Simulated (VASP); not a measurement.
## Fe: single point with r2SCAN

Fe:

```
CELL_PARAMETERS angstrom
-1.30807 1.30807 1.30807
1.30807 -1.30807 1.30807
1.30807 1.30807 -1.30807
ATOMIC_POSITIONS crystal
Fe 0.00000 0.00000 0.00000
```

This cell differs from its parent crystal: volume scaled by 0.88.

```
Program             : VASP 6.6.1
Task                : single point
Functional          : r2SCAN
Potentials or basis : VASP PAW PBE potentials, release 64 (Fe)
Cutoff              : 660 eV
k mesh              : 26 × 26 × 26
Occupations         : fermi-dirac, width 0.1 eV
Spin                : no spin polarisation
```

The pressure is 51.3 GPa and the band gap on the k mesh is zero (band 4 reaches 9.80 eV, above the bottom of band 5 at 7.11 eV).

Levels at points of the mesh, in eV from the Fermi level:
```tsv
k point	band 2	band 3	band 4	band 5	band 6	band 7
(0.00, 0.00, 0.00)	-2.39	-2.39	-2.39	-0.03	-0.03	28.51
(0.50, 0.00, 0.00)	-4.10	-0.06	0.33	0.43	1.67	10.60
(0.50, 0.50, 0.50)	-6.12	1.25	1.25	1.25	12.46	12.46
```

It took 2.9 min on 1 thread of Intel Xeon 6975P-C (shared host), peak memory 0.19 GiB.

Caveat: the PAW data sets were made with another functional, which shifts forces and pressure a little; the run has no spin polarisation, though such a crystal can be magnetic. Spin polarisation is off, so any magnetic state and its effect on volume and gap are missing.
